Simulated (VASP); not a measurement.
Write the native input for VASP 6.6.1 that does the following.

```yaml
Task: single point
Functional: PBE
Potentials_or_basis: VASP PAW PBE potentials, release 64 (Mo_sv, Ru_pv)
Cutoff: 500 eV
k_mesh: 6 × 6 × 6
Occupations: gaussian, width 0.1 eV
Spin: no spin polarisation
Dipole_correction: no
Further_INCAR_settings: ALGO = Normal; EDIFF = 1e-06; NBANDS = 28
```

The structure of MoRu2 lies in POSCAR:

```
MoRu2
1.0
    0.0000000000      2.6586378600      2.6586378600
    2.6586378600      0.0000000000      2.6586378600
    2.6586378600      2.6586378600      0.0000000000
Mo Ru
1 2
Direct
    0.0000000000      0.0000000000      0.0000000000
    0.2500000000      0.2500000000      0.2500000000
    0.7500000000      0.7500000000      0.7500000000
```

The input as run:

INCAR

```
SYSTEM = MoRu2
PREC = Accurate
ENCUT = 500
EDIFF = 1E-6
ISMEAR = 0
SIGMA = 0.1
LREAL = .FALSE.
LASPH = .TRUE.
NELM = 120
ALGO = Normal
ISIF = 2
LWAVE = .FALSE.
LCHARG = .TRUE.
GGA = PE
LELF = .TRUE.
LVHAR = .TRUE.
NBANDS = 28
GGA_COMPAT = .FALSE.
```

KPOINTS

```
regular mesh
0
G
  6 6 6
  0 0 0
```

Potentials or basis: VASP PAW PBE potentials, release 64 (Mo_sv, Ru_pv).

Launch:

```console
$ cat potpaw_PBE.64/Mo_sv/POTCAR potpaw_PBE.64/Ru_pv/POTCAR > POTCAR
$ mpirun -np 1 vasp_std > vasp.out
```

Results of the run:

```
Pressure               : 129.0 GPa
Band gap on the k mesh : zero (band 21 reaches 16.92 eV, above the bottom of band 22 at 14.53 eV)
```

Run time: 13 s on 1 thread of Intel(R) Xeon(R) Platinum 8488C (Sapphire Rapids) (shared host), peak memory 0.16 GiB.
